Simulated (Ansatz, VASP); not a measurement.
# One calculation of MoS2, two programs

File INCAR:

```
  PREC = Accurate
  ENCUT = 520
  EDIFF = 1E-7
  ISMEAR = 0
  SIGMA = 0.05
  LREAL = False
  LASPH = True
  NELM = 100
  ALGO = Fast
  ISIF = 2
  LWAVE = False
  LCHARG = False
  GGA = PS
  NBANDS = 35
```

The input KPOINTS:

```
Automatic mesh
0
Gamma
  12 12 2
```

Contents of POSCAR:

```
MoS2
1.0
    3.1414322073      0.0000000000      0.0000000000
   -1.5707161036      2.7205600958      0.0000000000
    0.0000000000      0.0000000000     12.5788196111
Mo S
2 4
Direct
    0.3102501576      0.6780376511      0.2460714000
    0.6008319964      0.2683886322      0.7354639448
    0.4666843477      0.7563719843      0.6568651963
    0.6555797290      0.1984319342      0.1416757869
    0.2812385947      0.6873077008      0.8263247993
    0.6854151746      0.4114620973      0.3935988727
```

Input for Ansatz:

```yaml
crystal:
  lattice:
    - [3.1414322073, 0.0, 0.0]
    - [-1.5707161036, 2.7205600958, 0.0]
    - [0.0, 0.0, 12.5788196111]
  atoms:
    - { symbol: Mo, position: [0.3102501576, 0.6780376511, 0.2460714] }
    - { symbol: Mo, position: [0.6008319964, 0.2683886322, 0.7354639448] }
    - { symbol: S, position: [0.4666843477, 0.7563719843, 0.6568651963] }
    - { symbol: S, position: [0.655579729, 0.1984319342, 0.1416757869] }
    - { symbol: S, position: [0.2812385947, 0.6873077008, 0.8263247993] }
    - { symbol: S, position: [0.6854151746, 0.4114620973, 0.3935988727] }
basis:
  ecutwfc: 420
kpoints:
  mp_grid: { grid: [12, 12, 2] }
hamiltonian:
  xc: pbesol
scf:
  occupations: { method: gaussian, width: 0.05 }
output:
  forces: true
  stress: true
  eigenvalues: true
  write_density: true
  write_potential: true
  elf: true
  volumetric_format: npy
```

Change from the starting cell: all atoms moved at random (sigma 0.3 Å a component).

Alike in both runs: task single point; functional PBEsol; k mesh 12 × 12 × 2; occupations gaussian, width 0.05 eV; no spin polarisation.

```csv
,VASP,Ansatz
version,VASP 6.6.1,Ansatz 0.2.0
potentials or method,"VASP PAW PBE potentials, release 64 (Mo_sv, S), cutoff 520 eV","scalar-relativistic, plane waves, PAW"
valence electrons in the cell,52,52
```

|  | VASP | Ansatz | Ansatz less VASP |
| --- | --- | --- | --- |
| gap on the k mesh at the Fermi level (eV) | none | none | - |
| rms of the force components (eV/Å) | 9.348 | 9.375 | +0.0266 |

VASP's potentials were made for PBE, not for PBEsol. Atom by atom the forces differ by 0.037 eV/Å (rms over components). A gap of «none» marks a metal or a gap that the smearing closes. With one functional, cell and mesh, what is left measures potentials, basis and numerics.
